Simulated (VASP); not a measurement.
# Tl2Zn2Ag (I4/mmm) in VASP: further runs

Tl2Zn2Ag is run at these levels: PBE; tasks: single point.

Everything below comes from runs of VASP 6.6.1. Logs are shortened: lines on timing, memory, paths and dates and some standing lists are left out, and cuts for length are marked.

## 1. The cell of the first run

The structure is tetragonal, space group I4/mmm (No. 139). Conventional cell: a = 4.292 Å, b = 4.292 Å, c = 11.262 Å, α = 90.00°, β = 90.00°, γ = 90.00°. Zn (site symmetry -4m2) has 4 Tl at 2.56 Å and 4 Zn at 3.04 Å within 3.4 Å. Within 3.4 Å of Tl (site symmetry 4mm) lie 4 Zn at 2.56 Å and 1 Tl at 2.84 Å and 4 Ag at 3.35 Å. Within 4.4 Å of Ag (site symmetry 4/mmm) lie 10 Tl at 3.35 to 4.21 Å and 8 Zn at 3.54 Å and 4 Ag at 4.29 Å.

## 2. Single point, PBE

Contents of INCAR:

```
SYSTEM = Tl2Zn2Ag
PREC = Accurate ; ENCUT = 520
EDIFF = 1E-7 ; ISMEAR = 0
SIGMA = 0.1 ; LREAL = .False.
LASPH = .True. ; NELM = 80
ALGO = Fast ; ISIF = 2
LWAVE = .False. ; LCHARG = .False.
GGA = PE ; NBANDS = 38
```

Contents of KPOINTS:

```
regular mesh
0
Gamma
  6 6 6
  0 0 0
```

Contents of POSCAR:

```
Tl2Zn2Ag
1.0
   -2.1461039409      2.1461039409      5.6308667757
    2.1461039409     -2.1461039409      5.6308667757
    2.1461039409      2.1461039409     -5.6308667757
Zn Tl Ag
2 2 1
Direct
    0.2500000000      0.7500000000      0.5000000000
    0.7500000000      0.2500000000      0.5000000000
    0.6260000000      0.6260000000      0.0000000000
    0.3740000000      0.3740000000      0.0000000000
    0.0000000000      0.0000000000      0.0000000000
```

Potentials or basis: VASP PAW PBE potentials, release 64 (Zn, Tl_d, Ag).

Launch:

```console
cat potpaw_PBE.64/Zn/POTCAR potpaw_PBE.64/Tl_d/POTCAR potpaw_PBE.64/Ag/POTCAR > POTCAR
mpirun -np 1 vasp_std > vasp.out
```

OUTCAR:

```text
SYSTEM = Tl2Zn2Ag
   PREC = Accurate
   ENCUT = 520
   EDIFF = 1E-7
   ISMEAR = 0
   LREAL = .False.
   LASPH = .True.
   NELM = 80
   ISIF = 2
   GGA = PE

 ion  position               nearest neighbor table
   1  0.250  0.750  0.500-   4 2.56   3 2.56   4 2.56   3 2.56   2 3.04   2 3.04   2 3.04   2 3.04

   2  0.750  0.250  0.500-   4 2.56   3 2.56   4 2.56   3 2.56   1 3.04   1 3.04   1 3.04   1 3.04

   3  0.626  0.626  0.000-   1 2.56   2 2.56   1 2.56   2 2.56   4 2.84   5 3.35   5 3.35   5 3.35
                             5 3.35   4 4.12   4 4.12   4 4.12   4 4.12
   4  0.374  0.374  0.000-   1 2.56   2 2.56   1 2.56   2 2.56   3 2.84   5 3.35   5 3.35   5 3.35
                             5 3.35   3 4.12   3 4.12   3 4.12   3 4.12
   5  0.000  0.000  0.000-   3 3.35   3 3.35   3 3.35   4 3.35   3 3.35   4 3.35   4 3.35   4 3.35

  LATTYP: Found a body centered tetragonal cell.
 ALAT       =     4.2922078818
 C/A-ratio  =     2.6237623763

  Lattice vectors:

 A1 = (  -2.1461039409,   2.1461039409,   5.6308667757)
 A2 = (   2.1461039409,  -2.1461039409,   5.6308667757)
 A3 = (   2.1461039409,   2.1461039409,  -5.6308667757)

Analysis of symmetry for initial positions (statically):
=====================================================================
 Subroutine PRICEL returns:
 Original cell was already a primitive cell.

 Routine SETGRP: Setting up the symmetry group for a
 body centered tetragonal supercell.

 Subroutine GETGRP returns: Found 16 space group operations
 (whereof 16 operations were pure point group operations)
 out of a pool of 16 trial point group operations.

The static configuration has the point symmetry D_4h.

Analysis of symmetry for dynamics (positions and initial velocities):
=====================================================================
 Subroutine PRICEL returns:
 Original cell was already a primitive cell.

 Routine SETGRP: Setting up the symmetry group for a
 body centered tetragonal supercell.

 Subroutine GETGRP returns: Found 16 space group operations
 (whereof 16 operations were pure point group operations)
 out of a pool of 16 trial point group operations.

The dynamic configuration has the point symmetry D_4h.

 Subroutine INISYM returns: Found 16 space group operations
 (whereof 16 operations are pure point group operations),
 and found     1 'primitive' translations

----------------------------------------------------------------------------------------

                                     Primitive cell

  volume of cell :     103.7377

  direct lattice vectors                    reciprocal lattice vectors
    -2.146103941  2.146103941  5.630866776     0.000000000  0.232980328  0.088796276
     2.146103941 -2.146103941  5.630866776     0.232980328  0.000000000  0.088796276
     2.146103941  2.146103941 -5.630866776     0.232980328  0.232980328  0.000000000

  length of vectors
     6.396732361  6.396732361  6.396732361     0.249328321  0.249328321  0.329483940

  position of ions in fractional coordinates (direct lattice)
     0.250000000  0.750000000  0.500000000
     0.750000000  0.250000000  0.500000000
     0.626000000  0.626000000  0.000000000
     0.374000000  0.374000000  0.000000000
     0.000000000  0.000000000  0.000000000

  ion indices of the primitive-cell ions
   primitive index   ion index
                 1           1
                 2           2
                 3           3
                 4           4
                 5           5

----------------------------------------------------------------------------------------

 KPOINTS: regular mesh

Automatic generation of k-mesh.
 Grid dimensions read from file:
 generate k-points for:    6    6    6

 Generating k-lattice:

  Cartesian coordinates                     Fractional coordinates (reciprocal lattice)
     0.000000000  0.038830055  0.014799379     0.166666667  0.000000000  0.000000000
     0.038830055  0.000000000  0.014799379     0.000000000  0.166666667  0.000000000
     0.038830055  0.038830055  0.000000000     0.000000000  0.000000000  0.166666667

  Length of vectors
     0.041554720  0.041554720  0.054913990

  Shift w.r.t. Gamma in fractional coordinates (k-lattice)
     0.000000000  0.000000000  0.000000000

 Subroutine IBZKPT returns following result:
 ===========================================

 Found     30 irreducible k-points:

 Following reciprocal coordinates:
            Coordinates               Weight
  0.000000  0.000000  0.000000      1.000000
  0.166667  0.000000  0.000000      8.000000
  0.333333 -0.000000  0.000000      8.000000
  0.500000  0.000000  0.000000      4.000000
  0.166667  0.166667  0.000000      8.000000
  0.333333  0.166667  0.000000     16.000000
[... 16 lines left out ...]
 -0.333333 -0.333333  0.166667      8.000000
 -0.166667 -0.333333  0.166667      8.000000
 [... further k-points ...]
   k-points           NKPTS =     30   k-points in BZ     NKDIM =     30   number of bands    NBANDS=     38
   number of dos      NEDOS =    301   number of ions     NIONS =      5
   total plane-waves  NPLWV = 110592
   dimension x,y,z NGX =    48 NGY =   48 NGZ =   48
   dimension x,y,z NGXF=    96 NGYF=   96 NGZF=   96
   ions per type =               2   2   1
   NGX,Y,Z   is equivalent  to a cutoff of  12.47, 12.47, 12.47 a.u.
   NGXF,Y,Z  is equivalent  to a cutoff of  24.95, 24.95, 24.95 a.u.
 SYSTEM =  Tl2Zn2Ag
   PREC   = accura    normal or accurate (medium, high low for compatibility)
   ISTART =      0    job   : 0-new  1-cont  2-samecut
   ICHARG =      2    charge: 1-file 2-atom 10-const
   ISPIN  =      1    spin polarized calculation?
   LNONCOLLINEAR =      F non collinear calculations
   LSORBIT =      F    spin-orbit coupling
   LASPH  =      T    aspherical Exc in radial PAW
   ENCUT  =  520.0 eV  38.22 Ry    6.18 a.u.  11.89 11.89 11.89*2*pi/ulx,y,z
   NELM   =     80;   NELMIN=  2; NELMDL= -5     # of ELM steps
   EDIFF  = 0.1E-06   stopping-criterion for ELM
   LREAL  =      F    real-space projection
   EDIFFG = 0.1E-05   stopping-criterion for IOM
   NSW    =      0    number of steps for IOM
   IBRION =     -1    ionic relax: 0-MD 1-quasi-New 2-CG
   NFREE  =      0    steps in history (QN), initial steepest desc. (CG)
   ISIF   =      2    stress and relaxation
   ISYM   =      2    0-nonsym 1-usesym 2-fastsym
   POTIM  = 0.5000    time-step for ionic-motion
   TEBEG  =    0.0;   TEEND  =   0.0 temperature during run
   PSTRESS=    0.0 pullay stress
   NELECT =      61.0000    total number of electrons
   NUPDOWN=      -1.0000    fix difference up-down
   EMIN   =  10.00;   EMAX   =-10.00  energy-range for DOS
   EFERMI =   0.00;   METHOD = LEGACY
   ISMEAR =     0;   SIGMA  =   0.10  broadening in eV -4-tet -1-fermi 0-gaus
   EFERMI_NEDOS =   21; number of points for ismear=-14 and -15
   IALGO  =     68    algorithm
   IMIX   =      4    mixing-type and parameters
     AMIX     =   0.40;   BMIX     =  1.00
     AMIX_MAG =   1.60;   BMIX_MAG =  1.00
  volume/ion in A,a.u.               =      20.75       140.01
  Fermi-wavevector in a.u.,A,eV,Ry     =   1.371532  2.591819 25.593910  1.881099
  Thomas-Fermi vector in A             =   2.497220
   LORBIT       =      0    0 simple, 1 ext, 2 COOP (PROOUT), +10 PAW based schemes
   GGA     = PE    functional components
   LHFCALC =     F    Hartree Fock is set to
   AEXX    =    0.0000 exact exchange contribution
   IVDW    =     0    specifies the selected vdW correction
   LEPSILON=     F    determine dielectric tensor
   LRPA    =     F    only Hartree local field effects (RPA)
 non-spin polarized calculation
 RMM-DIIS sequential band-by-band and
 Gauss-broadening in eV      SIGMA  =   0.10
  energy-cutoff  :      520.00
  volume of cell :      103.74
 maximum number of plane-waves:      2816
   NGX = 23   NGY = 23   NGZ = 23

 number of electron      61.0000009 magnetization

 Free energy of the ion-electron system (eV)
  ---------------------------------------------------
  ext. energy  EPLUGINS =         0.00000000
  ---------------------------------------------------
  free energy    TOTEN  =        -6.45345749 eV

  energy without entropy =       -6.44765380  energy(sigma->0) =       -6.45055565

 E-fermi :   6.0480     XC(G=0): -10.8935

 val. band max:        5.9959292319   @ k =  -0.3333   0.3333   0.3333
 cond. band min:       6.1035248389   @ k =   0.1667   0.1667   0.0000
 fundamental gap:      0.1075956071
 Fermi energy:         6.0479753178

 k-point     1 :       0.0000    0.0000    0.0000
  band No.  band energies     occupation
      1      -6.5429      2.00000
      2      -6.2616      2.00000
      3      -6.2616      2.00000
      4      -6.2297      2.00000
      5      -6.2168      2.00000
      6      -6.0482      2.00000
[... 30 lines left out ...]
     37      12.8618      0.00000
     38      12.8618      0.00000

 k-point     2 :       0.1667    0.0000    0.0000
  band No.  band energies     occupation
      1      -6.5430      2.00000
      2      -6.3042      2.00000
      3      -6.2815      2.00000
      4      -6.2277      2.00000
      5      -6.1841      2.00000
      6      -6.0422      2.00000
[... 30 lines left out ...]
     37      11.9672      0.00000
     38      12.3323      0.00000

 k-point     3 :       0.3333   -0.0000    0.0000
  band No.  band energies     occupation
      1      -6.5380      2.00000
      2      -6.3780      2.00000
      3      -6.3155      2.00000
      4      -6.2096      2.00000
      5      -6.1408      2.00000
      6      -6.0382      2.00000
[... 30 lines left out ...]
     37      11.2425      0.00000
[... 781 lines left out ...]
 k-point    23 :      -0.3333   -0.3333    0.1667
  band No.  band energies     occupation
      1      -6.5504      2.00000
      2      -6.3746      2.00000
      3      -6.3515      2.00000
      4      -6.2465      2.00000
      5      -6.1255      2.00000
      6      -6.0262      2.00000
[... 30 lines left out ...]
     37      11.6534      0.00000
     38      12.5647      0.00000

 k-point    24 :      -0.1667   -0.3333    0.1667
  band No.  band energies     occupation
      1      -6.5520      2.00000
      2      -6.3439      2.00000
      3      -6.3223      2.00000
      4      -6.2604      2.00000
      5      -6.1511      2.00000
      6      -6.0284      2.00000
[... 30 lines left out ...]
     37      12.0261      0.00000
     38      12.1930      0.00000

 [... further k-points ...]

------------------------ aborting loop because EDIFF is reached ----------------------------------------

  FORCE on cell =-STRESS in cart. coord.  units (eV):
  Direction    XX          YY          ZZ          XY          YZ          ZX
  --------------------------------------------------------------------------------------
  -------------------------------------------------------------------------------------
  Total        7.4314356      7.4314356      8.5904517      0.0000000     -0.0000000      0.0000000
  in kB      114.7748021    114.7748021    132.6752251      0.0000000     -0.0000000      0.0000000
  external PRESSURE =     120.7416098 kB  Pullay stress =       0.0000000 kB

 VOLUME and BASIS-vectors are now :
 -----------------------------------------------------------------------------
  energy-cutoff  :      520.00
  volume of cell :      103.74
      direct lattice vectors                 reciprocal lattice vectors
    -2.146103941  2.146103941  5.630866776     0.000000000  0.232980328  0.088796276
     2.146103941 -2.146103941  5.630866776     0.232980328  0.000000000  0.088796276
     2.146103941  2.146103941 -5.630866776     0.232980328  0.232980328  0.000000000

 POSITION                                       TOTAL-FORCE (eV/Angst)
 -----------------------------------------------------------------------------------
      2.14610      0.00000      2.81543         0.000000      0.000000     -0.000000
      0.00000      2.14610      2.81543         0.000000      0.000000      0.000000
      0.00000      0.00000      7.04985        -0.000000     -0.000000     -1.823215
      0.00000      0.00000      4.21189        -0.000000     -0.000000      1.823215
      0.00000      0.00000      0.00000         0.000000      0.000000     -0.000000
 -----------------------------------------------------------------------------------
    total drift:                                0.000000     -0.000000      0.000000

  FREE ENERGIE OF THE ION-ELECTRON SYSTEM (eV)
  ---------------------------------------------------
  free  energy   TOTEN  =        -6.4534574933 eV

  energy  without entropy=       -6.4476537988  energy(sigma->0) =       -6.45055565
```

Wall time 5 min (1 thread of Oxide Virtual Turin-like, shared host); peak memory 0.35 GiB.

Results:

```
Free energy            : -6.4535 eV
Pressure               : 12.1 GPa
Largest force          : 1.823 eV/Å
Band gap on the k mesh : zero (an odd number of electrons rules out a gap without spin polarisation)
```

Forces in eV/Å, atoms in the order of the input:
```
Zn   0.000  0.000  0.000
Zn   0.000  0.000  0.000
Tl   0.000  0.000 -1.823
Tl   0.000  0.000  1.823
Ag   0.000  0.000  0.000
```

Caveat: the cell stands under pressure; spin-orbit coupling is left out, which moves the levels of the heavy elements; forces of over 1 eV/Å act on the atoms, so gaps and moduli don't describe the material at rest.

## 3. Single point, PBE

This run uses another cell than the first one, of 23.70 Å³/atom.

Contents of INCAR:

```
PREC = Accurate
ENCUT = 520
EDIFF = 1E-6
ISMEAR = 0
SIGMA = 0.1
LREAL = F
LASPH = T
NELM = 60
ALGO = Fast
ISIF = 2
LWAVE = F
LCHARG = F
GGA = PE
NBANDS = 38
```

Contents of KPOINTS:

```
Automatic mesh
0
Gamma
  6 6 6
```

Contents of POSCAR:

```
Tl2Zn2Ag
1.0
   -1.8054076792      1.8054076792      9.0900098414
    1.8054076792     -1.8054076792      9.0900098414
    1.8054076792      1.8054076792     -9.0900098414
Zn Tl Ag
2 2 1
Direct
    0.2500000000      0.7500000000      0.5000000000
    0.7500000000      0.2500000000      0.5000000000
    0.5983708029      0.5983708029      0.0000000000
    0.4016291971      0.4016291971      0.0000000000
    0.0000000000      0.0000000000      0.0000000000
```

Potentials or basis: VASP PAW PBE potentials, release 64 (Zn, Tl_d, Ag).

Launch:

```console
cat potpaw_PBE.64/Zn/POTCAR potpaw_PBE.64/Tl_d/POTCAR potpaw_PBE.64/Ag/POTCAR > POTCAR
mpirun -np 1 vasp_std > vasp.out
```

OUTCAR:

```text
PREC = Accurate
   ENCUT = 520
   EDIFF = 1E-6
   ISMEAR = 0
   LREAL = F
   LASPH = T
   NELM = 60
   ISIF = 2
   GGA = PE

 ion  position               nearest neighbor table
   1  0.250  0.750  0.500-   2 2.55   2 2.55   2 2.55   2 2.55   3 3.30   4 3.30   3 3.30   4 3.30

   2  0.750  0.250  0.500-   1 2.55   1 2.55   1 2.55   1 2.55   4 3.30   3 3.30   3 3.30   4 3.30

   3  0.598  0.598  0.000-   5 3.12   5 3.12   5 3.12   5 3.12   1 3.30   2 3.30   2 3.30   1 3.30
[... 1193 lines left out ...]
  --------------------------------------------------------------------------------------
  -------------------------------------------------------------------------------------
  Total       -0.0533762     -0.0533762      0.0659154      0.0000000      0.0000000      0.0000000
  in kB       -0.7215780     -0.7215780      0.8910926      0.0000000      0.0000000      0.0000000
  external PRESSURE =      -0.1840211 kB  Pullay stress =       0.0000000 kB

 VOLUME and BASIS-vectors are now :
 -----------------------------------------------------------------------------
  energy-cutoff  :      520.00
  volume of cell :      118.52
      direct lattice vectors                 reciprocal lattice vectors
    -1.805407679  1.805407679  9.090009841     0.000000000  0.276945759  0.055005441
     1.805407679 -1.805407679  9.090009841     0.276945759  0.000000000  0.055005441
     1.805407679  1.805407679 -9.090009841     0.276945759  0.276945759  0.000000000

 POSITION                                       TOTAL-FORCE (eV/Angst)
 -----------------------------------------------------------------------------------
      1.80541      0.00000      4.54500        -0.000000     -0.000000      0.000000
      0.00000      1.80541      4.54500        -0.000000     -0.000000      0.000000
      0.00000      0.00000     10.87839         0.000000      0.000000     -0.000024
      0.00000      0.00000      7.30163         0.000000      0.000000      0.000024
      0.00000      0.00000      0.00000        -0.000000     -0.000000      0.000000
 -----------------------------------------------------------------------------------
    total drift:                                0.000000     -0.000000      0.000000

  FREE ENERGIE OF THE ION-ELECTRON SYSTEM (eV)
  ---------------------------------------------------
  free  energy   TOTEN  =        -8.5035379210 eV

  energy  without entropy=       -8.4957277342  energy(sigma->0) =       -8.49963283
```

stdout:

```text
POSCAR found type information on POSCAR ZnTlAg
 POSCAR found :  3 types and       5 ions
 scaLAPACK will be used
 LDA part: xc-table for (Slater+PW92), standard interpolation
 POSCAR, INCAR and KPOINTS ok, starting setup
 FFT: planning ... GRIDC
 FFT: planning ... GRID_SOFT
 FFT: planning ... GRID
 WAVECAR not read
 entering main loop
```

Wall time 18 min (1 thread of Oxide Virtual Turin-like, shared host); peak memory 0.75 GiB.

What came out:

| Property | Result |
| --- | --- |
| Free energy | -8.5035 eV |
| Pressure | 0.0 GPa |
| Band gap on the k mesh | zero (an odd number of electrons rules out a gap without spin polarisation) |

Stress tensor (GPa, compression positive):
```
-0.07  0.00  0.00
 0.00 -0.07  0.00
 0.00  0.00  0.09
```

Caveat: spin-orbit coupling is left out, which moves the levels of the heavy elements.

The gap in the log of VASP goes by the Fermi energy; the results here count the filled bands.